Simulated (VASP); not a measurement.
# CsCdCl3 (P4/mmm) in VASP: notebook, part 2 of 2

VASP 6.6.1. Earlier steps stand in the parts before.

## Step 4: Single point, LDA

The input, INCAR:

```
PREC = Accurate ; ENCUT = 520
EDIFF = 1E-7 ; ISMEAR = 0
SIGMA = 0.02 ; LREAL = F
LASPH = T ; NELM = 80
ALGO = Normal ; ISIF = 2
LWAVE = F ; LCHARG = F
GGA = CA ; NBANDS = 29
```

The input, KPOINTS:

```
regular mesh
0
Gamma
  6 6 6
```

The input, POSCAR:

```
CsCdCl3
1.0
    5.3166595670      0.0000000000      0.0000000000
    0.0000000000      5.3166595670      0.0000000000
    0.0000000000      0.0000000000      4.9931950638
Cs Cd Cl
1 1 3
Direct
    0.0000000000      0.0000000000      0.0000000000
    0.5000000000      0.5000000000      0.5000000000
    0.0000000000      0.5000000000      0.5000000000
    0.5000000000      0.0000000000      0.5000000000
    0.5000000000      0.5000000000      0.0000000000
```

Potentials or basis: VASP PAW LDA potentials, release 64 (Cs_sv, Cd, Cl).

Command:

```bash
cat potpaw_LDA.64/Cs_sv/POTCAR potpaw_LDA.64/Cd/POTCAR potpaw_LDA.64/Cl/POTCAR > POTCAR
mpirun -np 1 vasp_std > vasp.out
```

OUTCAR:

```text
PREC = Accurate
   ENCUT = 520
   EDIFF = 1E-7
   ISMEAR = 0
   LREAL = F
   LASPH = T
   NELM = 80
   ISIF = 2
   GGA = CA

 ion  position               nearest neighbor table
   1  0.000  0.000  0.000-
   2  0.500  0.500  0.500-   5 2.50   5 2.50   3 2.66   4 2.66   4 2.66   3 2.66
   3  0.000  0.500  0.500-   2 2.66   2 2.66
   4  0.500  0.000  0.500-   2 2.66   2 2.66
   5  0.500  0.500  0.000-   2 2.50   2 2.50

  LATTYP: Found a simple tetragonal cell.
 ALAT       =     5.3166595670
 C/A-ratio  =     0.9391602003

  Lattice vectors:

 A1 = (   5.3166595670,   0.0000000000,   0.0000000000)
 A2 = (   0.0000000000,   5.3166595670,   0.0000000000)
 A3 = (   0.0000000000,   0.0000000000,   4.9931950638)

Analysis of symmetry for initial positions (statically):
=====================================================================
 Subroutine PRICEL returns:
 Original cell was already a primitive cell.

 Routine SETGRP: Setting up the symmetry group for a
 simple tetragonal supercell.

 Subroutine GETGRP returns: Found 16 space group operations
 (whereof 16 operations were pure point group operations)
 out of a pool of 16 trial point group operations.

The static configuration has the point symmetry D_4h.

Analysis of symmetry for dynamics (positions and initial velocities):
=====================================================================
 Subroutine PRICEL returns:
 Original cell was already a primitive cell.

 Routine SETGRP: Setting up the symmetry group for a
 simple tetragonal supercell.

 Subroutine GETGRP returns: Found 16 space group operations
 (whereof 16 operations were pure point group operations)
 out of a pool of 16 trial point group operations.

The dynamic configuration has the point symmetry D_4h.

 Subroutine INISYM returns: Found 16 space group operations
 (whereof 16 operations are pure point group operations),
 and found     1 'primitive' translations

----------------------------------------------------------------------------------------

                                     Primitive cell

  volume of cell :     141.1420

  direct lattice vectors                    reciprocal lattice vectors
     5.316659567  0.000000000  0.000000000     0.188088025  0.000000000  0.000000000
     0.000000000  5.316659567  0.000000000     0.000000000  0.188088025  0.000000000
     0.000000000  0.000000000  4.993195064     0.000000000  0.000000000  0.200272568

  length of vectors
     5.316659567  5.316659567  4.993195064     0.188088025  0.188088025  0.200272568

  position of ions in fractional coordinates (direct lattice)
     0.000000000  0.000000000  0.000000000
     0.500000000  0.500000000  0.500000000
     0.000000000  0.500000000  0.500000000
     0.500000000  0.000000000  0.500000000
     0.500000000  0.500000000  0.000000000

  ion indices of the primitive-cell ions
   primitive index   ion index
[... 22 lines left out ...]
     0.031348004  0.031348004  0.033378761

  Shift w.r.t. Gamma in fractional coordinates (k-lattice)
     0.000000000  0.000000000  0.000000000

 Subroutine IBZKPT returns following result:
 ===========================================

 Found     40 irreducible k-points:

 Following reciprocal coordinates:
            Coordinates               Weight
  0.000000  0.000000  0.000000      1.000000
  0.166667  0.000000  0.000000      4.000000
  0.333333  0.000000  0.000000      4.000000
  0.500000  0.000000  0.000000      2.000000
  0.166667  0.166667  0.000000      4.000000
  0.333333  0.166667  0.000000      8.000000
[... 16 lines left out ...]
  0.333333  0.000000  0.333333      8.000000
  0.500000  0.000000  0.333333      4.000000
 [... further k-points ...]
   k-points           NKPTS =     40   k-points in BZ     NKDIM =     40   number of bands    NBANDS=     29
   number of dos      NEDOS =    301   number of ions     NIONS =      5
   total plane-waves  NPLWV =  64000
   dimension x,y,z NGX =    40 NGY =   40 NGZ =   40
   dimension x,y,z NGXF=    80 NGYF=   80 NGZF=   80
   ions per type =               1   1   3
   NGX,Y,Z   is equivalent  to a cutoff of  12.51, 12.51, 13.32 a.u.
   NGXF,Y,Z  is equivalent  to a cutoff of  25.02, 25.02, 26.64 a.u.
 SYSTEM =  unknown system
   PREC   = accura    normal or accurate (medium, high low for compatibility)
   ISTART =      0    job   : 0-new  1-cont  2-samecut
   ICHARG =      2    charge: 1-file 2-atom 10-const
   ISPIN  =      1    spin polarized calculation?
   LNONCOLLINEAR =      F non collinear calculations
   LSORBIT =      F    spin-orbit coupling
   LASPH  =      T    aspherical Exc in radial PAW
   ENCUT  =  520.0 eV  38.22 Ry    6.18 a.u.   9.89  9.89  9.28*2*pi/ulx,y,z
   NELM   =     80;   NELMIN=  2; NELMDL= -5     # of ELM steps
   EDIFF  = 0.1E-06   stopping-criterion for ELM
   LREAL  =      F    real-space projection
   EDIFFG = 0.1E-05   stopping-criterion for IOM
   NSW    =      0    number of steps for IOM
   IBRION =     -1    ionic relax: 0-MD 1-quasi-New 2-CG
   NFREE  =      0    steps in history (QN), initial steepest desc. (CG)
   ISIF   =      2    stress and relaxation
   ISYM   =      2    0-nonsym 1-usesym 2-fastsym
   POTIM  = 0.5000    time-step for ionic-motion
   TEBEG  =    0.0;   TEEND  =   0.0 temperature during run
   PSTRESS=    0.0 pullay stress
   NELECT =      42.0000    total number of electrons
   NUPDOWN=      -1.0000    fix difference up-down
   EMIN   =  10.00;   EMAX   =-10.00  energy-range for DOS
   EFERMI =   0.00;   METHOD = LEGACY
   ISMEAR =     0;   SIGMA  =   0.02  broadening in eV -4-tet -1-fermi 0-gaus
   EFERMI_NEDOS =   21; number of points for ismear=-14 and -15
   IALGO  =     38    algorithm
   IMIX   =      4    mixing-type and parameters
     AMIX     =   0.40;   BMIX     =  1.00
     AMIX_MAG =   1.60;   BMIX_MAG =  1.00
  volume/ion in A,a.u.               =      28.23       190.49
  Fermi-wavevector in a.u.,A,eV,Ry     =   1.092964  2.065402 16.253115  1.194570
  Thomas-Fermi vector in A             =   2.229240
   LORBIT       =      0    0 simple, 1 ext, 2 COOP (PROOUT), +10 PAW based schemes
   GGA     = CA    functional components
   LHFCALC =     F    Hartree Fock is set to
   AEXX    =    0.0000 exact exchange contribution
   IVDW    =     0    specifies the selected vdW correction
   LEPSILON=     F    determine dielectric tensor
   LRPA    =     F    only Hartree local field effects (RPA)
 non-spin polarized calculation
 Gauss-broadening in eV      SIGMA  =   0.02
  energy-cutoff  :      520.00
  volume of cell :      141.14
 maximum number of plane-waves:      3832
 NGX is ok and might be reduce to    40
   NGX = 19   NGY = 19   NGZ = 19

 number of electron      41.9999992 magnetization

 Free energy of the ion-electron system (eV)
  ---------------------------------------------------
  ext. energy  EPLUGINS =         0.00000000
  ---------------------------------------------------
  free energy    TOTEN  =       -16.75114755 eV

  energy without entropy =      -16.75114755  energy(sigma->0) =      -16.75114755

 E-fermi :   0.1084     XC(G=0):  -9.1213

 val. band max:       -0.0113319564   @ k =   0.5000   0.5000   0.5000
 cond. band min:       1.4247990660   @ k =   0.0000   0.0000   0.0000
 fundamental gap:      1.4361310224
 Fermi energy:         0.1084238746

 k-point     1 :       0.0000    0.0000    0.0000
  band No.  band energies     occupation
      1     -19.0602      2.00000
      2     -13.8029      2.00000
      3     -13.1424      2.00000
      4     -12.9827      2.00000
      5      -6.7283      2.00000
      6      -6.7283      2.00000
[... 757 lines left out ...]
     28       8.3782      0.00000
     29       8.3851      0.00000

 [... further k-points ...]

------------------------ aborting loop because EDIFF is reached ----------------------------------------

  FORCE on cell =-STRESS in cart. coord.  units (eV):
  Direction    XX          YY          ZZ          XY          YZ          ZX
  --------------------------------------------------------------------------------------
  -------------------------------------------------------------------------------------
  Total       -2.2267711     -2.2267711      0.2778285      0.0000000     -0.0000000      0.0000000
  in kB      -25.2772555    -25.2772555      3.1537785      0.0000000     -0.0000000      0.0000000
  external PRESSURE =     -15.8002442 kB  Pullay stress =       0.0000000 kB

 VOLUME and BASIS-vectors are now :
 -----------------------------------------------------------------------------
  energy-cutoff  :      520.00
  volume of cell :      141.14
      direct lattice vectors                 reciprocal lattice vectors
     5.316659567  0.000000000  0.000000000     0.188088025  0.000000000  0.000000000
     0.000000000  5.316659567  0.000000000     0.000000000  0.188088025  0.000000000
     0.000000000  0.000000000  4.993195064     0.000000000  0.000000000  0.200272568

 POSITION                                       TOTAL-FORCE (eV/Angst)
 -----------------------------------------------------------------------------------
      0.00000      0.00000      0.00000         0.000000      0.000000      0.000000
      2.65833      2.65833      2.49660         0.000000      0.000000      0.000000
      0.00000      2.65833      2.49660         0.000000      0.000000      0.000000
      2.65833      0.00000      2.49660         0.000000      0.000000      0.000000
      2.65833      2.65833      0.00000         0.000000      0.000000      0.000000
 -----------------------------------------------------------------------------------
    total drift:                                0.000000      0.000000     -0.000000

  FREE ENERGIE OF THE ION-ELECTRON SYSTEM (eV)
  ---------------------------------------------------
  free  energy   TOTEN  =       -16.7511475535 eV

  energy  without entropy=      -16.7511475535  energy(sigma->0) =      -16.75114755
```

OSZICAR:

```text
N       E                     dE             d eps       ncg     rms          rms(c)
DAV:   1     0.293330050028E+03    0.29333E+03   -0.19506E+04  2320   0.129E+03
DAV:   2     0.441553738534E+01   -0.28891E+03   -0.27968E+03  2896   0.276E+02
DAV:   3    -0.175295684111E+02   -0.21945E+02   -0.21872E+02  2804   0.787E+01
DAV:   4    -0.177879142816E+02   -0.25835E+00   -0.25818E+00  2925   0.959E+00
DAV:   5    -0.177915813334E+02   -0.36671E-02   -0.36668E-02  2898   0.113E+00    0.866E+00
DAV:   6    -0.168856518374E+02    0.90593E+00   -0.16724E+00  3020   0.140E+01    0.721E+00
DAV:   7    -0.167641991918E+02    0.12145E+00   -0.55481E-01  2747   0.570E+00    0.375E+00
DAV:   8    -0.167543674414E+02    0.98318E-02   -0.17577E-01  2890   0.347E+00    0.884E-01
DAV:   9    -0.167512869086E+02    0.30805E-02   -0.23317E-02  2805   0.160E+00    0.234E-01
DAV:  10    -0.167511537619E+02    0.13315E-03   -0.21521E-03  2863   0.305E-01    0.487E-02
DAV:  11    -0.167511481253E+02    0.56365E-05   -0.16505E-04  2820   0.106E-01    0.272E-02
DAV:  12    -0.167511477087E+02    0.41659E-06   -0.18513E-05  2922   0.257E-02    0.572E-03
DAV:  13    -0.167511475481E+02    0.16065E-06   -0.12405E-06  2915   0.955E-03    0.287E-03
DAV:  14    -0.167511475535E+02   -0.54802E-08   -0.34369E-07  2791   0.294E-03
   1 F= -.16751148E+02 E0= -.16751148E+02  d E =-.140268E-19
```

Wall time 3.3 min (1 thread of Oxide Virtual Turin-like, shared host); peak memory 0.26 GiB.

Results:

```
Free energy            : -16.7511 eV
Pressure               : -1.6 GPa
Band gap on the k mesh : 1.44 eV (least direct gap 2.11 eV)
```

Stress tensor (GPa, compression positive):
```
-2.53  0.00  0.00
 0.00 -2.53  0.00
 0.00  0.00  0.32
```

Caveat: spin-orbit coupling is left out, which moves the levels of the heavy elements.
